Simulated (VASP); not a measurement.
# Rh12O in VASP: relaxation of the atoms with PBE

Aim: the relaxation of the atoms of Rh12O with PBE.

All numbers are computed with VASP 6.6.1; they aren't measurements. Logs are shortened: lines on timing, memory, paths and dates and some standing lists are left out, and cuts for length are marked.

**1. The cell of the first run**

The cell holds a slab with vacuum, 13 atoms: a = 5.417 Å, b = 5.417 Å, c = 19.174 Å, α = 90.00°, β = 90.00°, γ = 90.00°.

**2. Relaxation of the atoms, PBE**

Input file INCAR:

```
SYSTEM = Rh12O
PREC = Accurate
ENCUT = 520
EDIFF = 1E-7
ISMEAR = 0
SIGMA = 0.1
LREAL = .False.
LASPH = .True.
NELM = 120
ALGO = Normal
ISIF = 2
LWAVE = .False.
LCHARG = .False.
LDIPOL = .True.
IDIPOL = 3
DIPOL = 0.5 0.5 0.314
GGA = PE
IBRION = 2
NSW = 36
EDIFFG = -0.025
GGA_COMPAT = .False.
NELMIN = 4
NELMDL = -8
KPAR = 4
```

Input file KPOINTS:

```
Automatic mesh
0
Gamma
  5 5 1
  0 0 0
```

Input file POSCAR:

```
Rh12O
1.0
    5.4165863251      0.0000000000      0.0000000000
    0.0000000000      5.4165863251      0.0000000000
    0.0000000000      0.0000000000     19.1737394690
Rh O
12 1
Selective dynamics
Direct
    0.2500000000      0.2500000000      0.2086186686  F F F
    0.2500000000      0.7500000000      0.2086186686  F F F
    0.7500000000      0.2500000000      0.2086186686  F F F
    0.7500000000      0.7500000000      0.2086186686  F F F
    0.0000000000      0.0000000000      0.3044995961  F F F
    0.0000000000      0.5000000000      0.3044995961  F F F
    0.5000000000      0.0000000000      0.3044995961  F F F
    0.5000000000      0.5000000000      0.3044995961  F F F
    0.2500000000      0.2500000000      0.4002213278  F F F
    0.2500000000      0.7500000000      0.4002213278  F F F
    0.7500000000      0.2500000000      0.4002213278  F F F
    0.7500000000      0.7500000000      0.4002213278  F F F
    0.5000000000      0.5000000000      0.4345730835  F F T
```

Potentials or basis: VASP PAW PBE potentials, release 64 (Rh_pv, O).

On the command line:

```sh
cat potpaw_PBE.64/Rh_pv/POTCAR potpaw_PBE.64/O/POTCAR > POTCAR
mpirun -np 4 vasp_std > vasp.out
```

OUTCAR:

```text
SYSTEM = Rh12O
   PREC = Accurate
   ENCUT = 520
   EDIFF = 1E-7
   ISMEAR = 0
   LREAL = .False.
   LASPH = .True.
   NELM = 120
   ISIF = 2
   GGA = PE
   IBRION = 2
   NSW = 36
   EDIFFG = -0.025
   NELMIN = 4
   NELMDL = -8

 ion  position               nearest neighbor table
   1  0.250  0.250  0.209-   5 2.65   6 2.65   7 2.65   8 2.65   2 2.71   3 2.71   2 2.71   3 2.71

   2  0.250  0.750  0.209-   5 2.65   6 2.65   7 2.65   8 2.65   1 2.71   4 2.71   1 2.71   4 2.71

   3  0.750  0.250  0.209-   5 2.65   6 2.65   7 2.65   8 2.65   1 2.71   4 2.71   4 2.71   1 2.71

   4  0.750  0.750  0.209-   5 2.65   6 2.65   7 2.65   8 2.65   2 2.71   3 2.71   3 2.71   2 2.71

   5  0.000  0.000  0.304-   9 2.65  10 2.65  11 2.65  12 2.65   1 2.65   2 2.65   3 2.65   4 2.65
                             6 2.71   7 2.71   6 2.71   7 2.71
   6  0.000  0.500  0.304-   9 2.65  10 2.65  11 2.65  12 2.65   1 2.65   2 2.65   3 2.65   4 2.65
                             5 2.71   8 2.71   5 2.71   8 2.71
   7  0.500  0.000  0.304-   9 2.65  10 2.65  11 2.65  12 2.65   1 2.65   2 2.65   3 2.65   4 2.65
                             5 2.71   8 2.71   8 2.71   5 2.71
   8  0.500  0.500  0.304-  13 2.49  10 2.65  11 2.65  12 2.65   9 2.65   2 2.65   3 2.65   4 2.65
                             1 2.65   7 2.71   6 2.71   7 2.71   6 2.71
   9  0.250  0.250  0.400-  13 2.03   6 2.65   7 2.65   8 2.65   5 2.65  11 2.71  10 2.71  10 2.71
                            11 2.71
  10  0.250  0.750  0.400-  13 2.03   6 2.65   7 2.65   8 2.65   5 2.65  12 2.71   9 2.71   9 2.71
                            12 2.71
  11  0.750  0.250  0.400-  13 2.03   6 2.65   7 2.65   8 2.65   5 2.65  12 2.71   9 2.71  12 2.71
                             9 2.71
  12  0.750  0.750  0.400-  13 2.03   6 2.65   7 2.65   8 2.65   5 2.65  11 2.71  10 2.71  11 2.71
                            10 2.71
  13  0.500  0.500  0.435-   9 2.03  10 2.03  11 2.03  12 2.03   8 2.49

  LATTYP: Found a simple tetragonal cell.
 ALAT       =     5.4165863251
 C/A-ratio  =     3.5398197902

  Lattice vectors:

 A1 = (   5.4165863251,   0.0000000000,   0.0000000000)
 A2 = (   0.0000000000,   5.4165863251,   0.0000000000)
 A3 = (   0.0000000000,   0.0000000000,  19.1737394690)

Analysis of symmetry for initial positions (statically):
=====================================================================
 Subroutine PRICEL returns:
 Original cell was already a primitive cell.

 Routine SETGRP: Setting up the symmetry group for a
 simple tetragonal supercell.

 Subroutine GETGRP returns: Found  8 space group operations
 (whereof  8 operations were pure point group operations)
 out of a pool of 16 trial point group operations.

The static configuration has the point symmetry C_4v.

Analysis of symmetry for dynamics (positions and initial velocities):
=====================================================================
 Subroutine PRICEL returns:
 Original cell was already a primitive cell.

 Routine SETGRP: Setting up the symmetry group for a
 simple tetragonal supercell.

 Subroutine GETGRP returns: Found  8 space group operations
 (whereof  8 operations were pure point group operations)
 out of a pool of 16 trial point group operations.

The dynamic configuration has the point symmetry C_4v.

Analysis of constrained symmetry for selective dynamics:
=====================================================================
 Subroutine PRICEL returns:
 Original cell was already a primitive cell.

 Routine SETGRP: Setting up the symmetry group for a
 simple tetragonal supercell.

 Subroutine GETGRP returns: Found  8 space group operations
 (whereof  8 operations were pure point group operations)
 out of a pool of 16 trial point group operations.

The constrained configuration has the point symmetry C_4v.

 Subroutine INISYM returns: Found  8 space group operations
 (whereof  8 operations are pure point group operations),
 and found     1 'primitive' translations

----------------------------------------------------------------------------------------

                                     Primitive cell

  volume of cell :     562.5462

[... 101 lines left out ...]
   PSTRESS=    0.0 pullay stress
   NELECT =     186.0000    total number of electrons
   NUPDOWN=      -1.0000    fix difference up-down
   EMIN   =  10.00;   EMAX   =-10.00  energy-range for DOS
   EFERMI =   0.00;   METHOD = LEGACY
   ISMEAR =     0;   SIGMA  =   0.10  broadening in eV -4-tet -1-fermi 0-gaus
   EFERMI_NEDOS =   21; number of points for ismear=-14 and -15
   IALGO  =     38    algorithm
   IMIX   =      4    mixing-type and parameters
     AMIX     =   0.40;   BMIX     =  1.00
     AMIX_MAG =   1.60;   BMIX_MAG =  1.00
  volume/ion in A,a.u.               =      43.27       292.02
  Fermi-wavevector in a.u.,A,eV,Ry     =   1.132035  2.139235 17.435902  1.281503
  Thomas-Fermi vector in A             =   2.268735
   LORBIT       =      0    0 simple, 1 ext, 2 COOP (PROOUT), +10 PAW based schemes
   GGA     = PE    functional components
   LHFCALC =     F    Hartree Fock is set to
   AEXX    =    0.0000 exact exchange contribution
   IVDW    =     0    specifies the selected vdW correction
   LEPSILON=     F    determine dielectric tensor
   LRPA    =     F    only Hartree local field effects (RPA)
 conjugate gradient relaxation of ions
 non-spin polarized calculation
 Gauss-broadening in eV      SIGMA  =   0.10
  energy-cutoff  :      520.00
  volume of cell :      562.55
 maximum number of plane-waves:     15180
   NGX = 21   NGY = 21   NGZ = 71

--------------------------------------- Ionic step        1  -------------------------------------------

 number of electron     186.0000087 magnetization

 Free energy of the ion-electron system (eV)
  ---------------------------------------------------
  ext. energy  EPLUGINS =         0.00000000
  ---------------------------------------------------
  free energy    TOTEN  =       -84.95002327 eV

  energy without entropy =      -84.83884641  energy(sigma->0) =      -84.89443484

------------------------ aborting loop because EDIFF is reached ----------------------------------------

 vacuum level on the upper side and lower side of the slab       (xc-potential included)        -0.085        -0.018

  FORCE on cell =-STRESS in cart. coord.  units (eV):
  Direction    XX          YY          ZZ          XY          YZ          ZX
  --------------------------------------------------------------------------------------
  -------------------------------------------------------------------------------------
  Total       -3.3068751     -3.3068751      7.4490540      0.0000000     -0.0000000      0.0000000
  in kB       -9.4182500     -9.4182500     21.2155133      0.0000000     -0.0000000      0.0000000
  external PRESSURE =       0.7930044 kB  Pullay stress =       0.0000000 kB
[... 34 lines left out ...]
--------------------------------------- Ionic step        2  -------------------------------------------

 number of electron     186.0000087 magnetization

 E-fermi :   0.0559     XC(G=0):  -5.2107

 val. band max:        0.0526329210   @ k =   0.0000   0.0000   0.0000
 cond. band min:       0.0764997676   @ k =   0.4000   0.0000   0.0000
 fundamental gap:      0.0238668467
 Fermi energy:         0.0559022563

 k-point     1 :       0.0000    0.0000    0.0000
  band No.  band energies     occupation
      1     -47.0153      2.00000
      2     -47.0153      2.00000
      3     -46.9665      2.00000
      4     -46.9600      2.00000
      5     -46.9600      2.00000
      6     -46.9072      2.00000
[... 637 lines left out ...]
    104       1.2824      0.00000
    105       1.6981      0.00000
 [bands above 105 left out]

------------------------ aborting loop because EDIFF is reached ----------------------------------------

  FORCE on cell =-STRESS in cart. coord.  units (eV):
  Direction    XX          YY          ZZ          XY          YZ          ZX
  --------------------------------------------------------------------------------------
  -------------------------------------------------------------------------------------
  Total       -5.5739583     -5.5739583      5.9761351      0.0000000      0.0000000      0.0000000
  in kB      -15.8750880    -15.8750880     17.0205202      0.0000000      0.0000000      0.0000000
  external PRESSURE =      -4.9098853 kB  Pullay stress =       0.0000000 kB
[... 28 lines left out ...]
  FREE ENERGIE OF THE ION-ELECTRON SYSTEM (eV)
  ---------------------------------------------------
  free  energy   TOTEN  =       -85.2781788507 eV

  energy  without entropy=      -85.1731549157  energy(sigma->0) =      -85.22566688

 dipolmoment           0.000000      0.000000     -0.024678 electrons x Angstroem

--------------------------------------- Ionic step        3  -------------------------------------------

 number of electron     186.0000087 magnetization

------------------------ aborting loop because EDIFF is reached ----------------------------------------
[... 42 lines left out ...]
--------------------------------------- Ionic step        4  -------------------------------------------

 number of electron     186.0000089 magnetization

 dipolmoment           0.000000      0.000000      0.063017 electrons x Angstroem

 Free energy of the ion-electron system (eV)
  ---------------------------------------------------
  ext. energy  EPLUGINS =         0.00000000
  ---------------------------------------------------
  free energy    TOTEN  =       -85.48648598 eV

  energy without entropy =      -85.39030794  energy(sigma->0) =      -85.43839696

 E-fermi :  -0.0315     XC(G=0):  -5.2218

 val. band max:       -0.1156179432   @ k =   0.0000   0.0000   0.0000
 cond. band min:      -0.0308168318   @ k =   0.0000   0.0000   0.0000
 fundamental gap:      0.0848011114
 Fermi energy:        -0.0315343053

 k-point     1 :       0.0000    0.0000    0.0000
  band No.  band energies     occupation
      1     -47.1090      2.00000
      2     -47.1090      2.00000
      3     -47.0469      2.00000
      4     -47.0469      2.00000
      5     -47.0040      2.00000
      6     -46.9942      2.00000
[... 637 lines left out ...]
    104       1.1645      0.00000
    105       1.5439      0.00000
 [bands above 105 left out]

------------------------ aborting loop because EDIFF is reached ----------------------------------------

 vacuum level on the upper side and lower side of the slab       (xc-potential included)         0.182        -0.196

  FORCE on cell =-STRESS in cart. coord.  units (eV):
  Direction    XX          YY          ZZ          XY          YZ          ZX
  --------------------------------------------------------------------------------------
  -------------------------------------------------------------------------------------
  Total       -8.1783802     -8.1783802      2.8181504      0.0000000      0.0000000      0.0000000
  in kB      -23.2926940    -23.2926940      8.0263221      0.0000000      0.0000000      0.0000000
  external PRESSURE =     -12.8530219 kB  Pullay stress =       0.0000000 kB
[... 28 lines left out ...]
  FREE ENERGIE OF THE ION-ELECTRON SYSTEM (eV)
  ---------------------------------------------------
  free  energy   TOTEN  =       -85.4864859822 eV

  energy  without entropy=      -85.3903079367  energy(sigma->0) =      -85.43839696

 reached required accuracy - stopping structural energy minimisation

 vacuum level on the upper side and lower side of the slab         5.357         4.968
```

Run time: 19 min. Hardware: 4 MPI ranks of Intel Xeon Platinum 8259CL at 2.50GHz (Skylake/Cascade Lake), shared host; peak memory 0.74 GiB.

What came out:

```yaml
Free_energy: -85.4865 eV
Energy_gained_by_relaxing: 41.3 meV/atom
Ionic_steps: 4
Band_gap_on_the_k_mesh: zero (bands 93 and 94 overlap by 0.85 eV)
```

Step by step:
```tsv
step	energy change (eV)	largest force on free atoms (eV/Å)	pressure (GPa)
1	0.0000	2.8585	0.08
2	-0.3282	1.8584	-0.49
3	-0.5332	0.2308	-1.20
4	-0.5365	0.0054	-1.29
```

Final structure:
```yaml
crystal:
  lattice:
    - [5.41659, 0.00000, 0.00000]
    - [0.00000, 5.41659, 0.00000]
    - [0.00000, 0.00000, 19.17374]
  atoms:
    - { symbol: Rh, position: [0.25000, 0.25000, 0.20862] }
    - { symbol: Rh, position: [0.25000, 0.75000, 0.20862] }
    - { symbol: Rh, position: [0.75000, 0.25000, 0.20862] }
    - { symbol: Rh, position: [0.75000, 0.75000, 0.20862] }
    - { symbol: Rh, position: [0.00000, 0.00000, 0.30450] }
    - { symbol: Rh, position: [0.00000, 0.50000, 0.30450] }
    - { symbol: Rh, position: [0.50000, 0.00000, 0.30450] }
    - { symbol: Rh, position: [0.50000, 0.50000, 0.30450] }
    - { symbol: Rh, position: [0.25000, 0.25000, 0.40022] }
    - { symbol: Rh, position: [0.25000, 0.75000, 0.40022] }
    - { symbol: Rh, position: [0.75000, 0.25000, 0.40022] }
    - { symbol: Rh, position: [0.75000, 0.75000, 0.40022] }
    - { symbol: O, position: [0.50000, 0.50000, 0.45344] }
```

Levels at points of the mesh, in eV from the Fermi level:
| k point | band 87 | band 88 | band 89 | band 90 | band 91 | band 92 | band 93 | band 94 | band 95 | band 96 |
| --- | --- | --- | --- | --- | --- | --- | --- | --- | --- | --- |
| (0.00, 0.00, 0.00) | -0.08 | 0.00 | 0.03 | 0.13 | 0.13 | 0.22 | 0.45 | 0.45 | 0.45 | 0.47 |

The gap in the log of VASP goes by the Fermi energy; the results here count the filled bands.